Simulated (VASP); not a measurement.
## Re: single point with PBE

Re:

```
CELL_PARAMETERS angstrom
2.77447 0.00000 0.00000
-1.38724 2.40276 0.00000
0.00000 0.00000 4.48525
ATOMIC_POSITIONS crystal
Re 0.33333 0.66667 0.25000
Re 0.66667 0.33333 0.75000
```

```json
{"Program": "VASP 6.6.1", "Task": "single point", "Functional": "PBE", "Potentials or basis": "VASP PAW PBE potentials, release 64 (Re)", "Cutoff": "520 eV", "k mesh": "18 × 18 × 10", "Occupations": "gaussian, width 0.05 eV", "Spin": "no spin polarisation", "Dipole correction": "no", "Further INCAR settings": "ALGO = Fast; EDIFF = 1e-06; NBANDS = 14"}
```

```
Pressure               : -0.5 GPa
Band gap on the k mesh : zero (bands 7 and 8 overlap by 3.08 eV)
```

Stress tensor (GPa, compression positive):
```
-0.47  0.00  0.00
 0.00 -0.47  0.00
 0.00  0.00 -0.59
```

Levels at points of the mesh, in eV from the Fermi level:
| k point | band 3 | band 4 | band 5 | band 6 | band 7 | band 8 | band 9 | band 10 | band 11 | band 12 |
| --- | --- | --- | --- | --- | --- | --- | --- | --- | --- | --- |
| (0.00, 0.00, 0.00) | -1.53 | -1.52 | -1.52 | -0.70 | -0.70 | 0.21 | 0.21 | 0.59 | 3.31 | 3.31 |
| (0.50, 0.00, 0.00) | -5.11 | -1.86 | -1.71 | -1.34 | -0.58 | 3.90 | 4.27 | 4.41 | 5.94 | 6.94 |
| (0.00, 0.00, 0.50) | -2.32 | -2.32 | -1.64 | -1.64 | -1.64 | -1.64 | 2.50 | 2.50 | 2.50 | 2.50 |
| (0.50, 0.00, 0.50) | -3.98 | -3.98 | 0.41 | 0.41 | 0.91 | 0.91 | 4.20 | 4.20 | 4.69 | 4.69 |

It took 74 s on 1 thread of AMD EPYC 9R45 96-Core Processor (Zen 5), on a shared host, peak memory 0.18 GiB.

Caveat: spin-orbit coupling is left out, which moves the levels of the heavy elements.
